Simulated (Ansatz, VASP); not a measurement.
## AlNi3 in VASP and in Ansatz

```
Al Ni
1.0
     0.00918    2.80870    2.80147
     2.80352    0.00613    2.80452
     2.81058    2.81882   -0.00094
Al Ni
1 3
Direct
  0.51799 0.47545 0.48120
  0.23471 0.21297 0.23590
  0.05270 0.96234 0.03015
  0.77290 0.72066 0.80167
```

Change from the starting cell: kmesh displaced: [1, 1, 1] Gamma-centred.

Alike in both runs: task single point; functional PBE; k mesh 1 × 1 × 1; occupations gaussian, width 0.1 eV; no spin polarisation.

|  | VASP | Ansatz |
| --- | --- | --- |
| version | VASP 6.6.1 | Ansatz 0.2.0 |
| potentials or method | VASP PAW PBE potentials, release 64 (Al, Ni), cutoff 520 eV | scalar-relativistic, plane waves, PAW |
| valence electrons in the cell | 33 | 57 |

VASP gave:

```
pressure (GPa)                                                : 17.4
traceless stress, the component that is largest in VASP (GPa) : 14.38
rms of the force components (eV/Å)                            : 0.884
```

Task: What did Ansatz give for the same quantities?

Result: Pressure (GPa): 17.3; traceless stress, the component that is largest in VASP (GPa): 14.40; rms of the force components (eV/Å): 0.885.

Atom by atom the forces differ by 0.016 eV/Å (rms over components). VASP's potentials hold 33 valence electrons a cell and Ansatz's 57, so a difference there can come from the potentials and not from the codes.

The k mesh is coarse, so the values compare programs but aren't converged.
